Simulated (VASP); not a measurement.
A run of VASP 6.6.1 is set up as follows.

Contents of INCAR:

```
SYSTEM = Hf
PREC = Accurate ; ENCUT = 520
EDIFF = 1E-8 ; ISMEAR = 0
SIGMA = 0.1 ; LREAL = .FALSE.
LASPH = .TRUE. ; NELM = 60
ALGO = Fast ; ISIF = 2
LWAVE = .FALSE. ; LCHARG = .FALSE.
GGA = PE ; NBANDS = 17
IBRION = 8 ; NSW = 1
```

Contents of KPOINTS:

```
Automatic mesh
0
G
  16 16 10
  0 0 0
```

POSCAR

```
Hf
1.0
    3.0452365368      0.0000000000      0.0000000000
   -1.5226182684      2.6372522014      0.0000000000
    0.0000000000      0.0000000000      4.8481803246
Hf
2
Direct
    0.3333333333      0.6666666667      0.2500000000
    0.6666666667      0.3333333333      0.7500000000
```

Potentials or basis: VASP PAW PBE potentials, release 64 (Hf_pv).

Launch:

```sh
$ cat potpaw_PBE.64/Hf_pv/POTCAR > POTCAR
$ mpirun -np 1 vasp_std > vasp.out
```

Question: Estimate the highest phonon frequency at Γ.

Answer: 150 cm⁻¹.

Phonon frequencies in cm⁻¹ (negative: imaginary):
```csv
q point,frequencies
"(0.000, 0.000, 0.000)",0 0 0 78 78 150
```

Caveat: the cell stands under pressure or tension, which shifts response properties.
